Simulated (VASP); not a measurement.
CdF2:

```
Cd F
1.0
     0.00000    2.69400    2.69400
     2.69400    0.00000    2.69400
     2.69400    2.69400    0.00000
Cd F
1 2
Direct
  0.00000 0.00000 0.00000
  0.75000 0.75000 0.75000
  0.25000 0.25000 0.25000
```

```yaml
Program: VASP 6.6.1
Task: relaxation of cell and atoms
Functional: revPBE
Dispersion: D4
Potentials_or_basis: VASP PAW PBE potentials, release 64 (Cd, F)
Cutoff: 600 eV
k_mesh: 9 × 9 × 9
Occupations: fermi-dirac, width 0.05 eV
Spin: no spin polarisation
```

At the start: pressure 5.6 GPa; volume 13.03 Å³/atom.

Task: Where does the relaxation end?

Result: Over 3 steps the energy falls by 11.7 meV/atom and the volume is 13.75 Å³/atom (+5.5 %); space group Fm-3m (No. 225, to 0.1 Å) before and after.

The path:
```
step  energy change (eV)  largest force (eV/Å)  pressure (GPa)  volume (Å³)
   1              0.0000                0.0000            5.57        39.10
   2             -0.0336                0.0000           -1.04        41.73
   3             -0.0352                0.0000            0.01        41.24
```

Final structure:
```cif
data_structure
_symmetry_space_group_name_H-M 'P 1'
_symmetry_Int_Tables_number 1
_cell_length_a 3.8779
_cell_length_b 3.8779
_cell_length_c 3.8779
_cell_angle_alpha 60.000
_cell_angle_beta 60.000
_cell_angle_gamma 60.000
_cell_volume 41.24
loop_
_atom_site_label
_atom_site_type_symbol
_atom_site_fract_x
_atom_site_fract_y
_atom_site_fract_z
_atom_site_occupancy
Cd1 Cd 0.00000 0.00000 0.00000 1
F1 F 0.75000 0.75000 0.75000 1
F2 F 0.25000 0.25000 0.25000 1
```

Caveat: the PAW data sets were made with another functional, which shifts forces and pressure a little.
